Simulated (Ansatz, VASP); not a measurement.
# One calculation of HfO2, two programs

```
Hf O
1.0
     5.29454    0.00000    0.00000
     0.00000    5.06976    0.00000
     0.00000    0.00000    5.10187
Hf O
4 8
Cartesian
  0.1726 1.3501 1.2244
  2.4747 1.3501 3.7754
  2.8199 3.7197 1.2244
  5.1219 3.7197 3.7754
  1.9347 0.3428 1.9549
  0.7126 0.3428 4.5058
  3.8608 2.3463 2.4991
  4.0810 2.3463 5.0500
  1.4337 2.7235 5.0500
  1.2136 2.7235 2.4991
  4.5820 4.7270 1.9549
  3.3598 4.7270 4.5058
```

Alike in both runs: functional PBE; k mesh 4 × 6 × 6; occupations gaussian, width 0.02 eV; no spin polarisation.

Ansatz relaxed the structure, and its values are those at the end. VASP's run is a single point on that final structure, the one shown.

```csv
,VASP,Ansatz
version,VASP 6.6.1,Ansatz 0.2.0
potentials or method,"VASP PAW PBE potentials, release 64 (Hf_pv, O), cutoff 520 eV","scalar-relativistic, plane waves, PAW"
valence electrons in the cell,88,152
```

VASP gave:

```
gap on the k mesh at the Fermi level (eV) : 4.32
least direct gap on the mesh (eV)         : 4.57
pressure (GPa)                            : -3.2
rms of the force components (eV/Å)        : 0.027
```

Which values does Ansatz return?

gap on the k mesh at the Fermi level (eV): 4.37; least direct gap on the mesh (eV): 4.62; pressure (GPa): 0.0; rms of the force components (eV/Å): 0.000.

VASP's potentials hold 88 valence electrons a cell and Ansatz's 152, so a difference there can come from the potentials and not from the codes.

Neither program's run includes spin-orbit coupling.
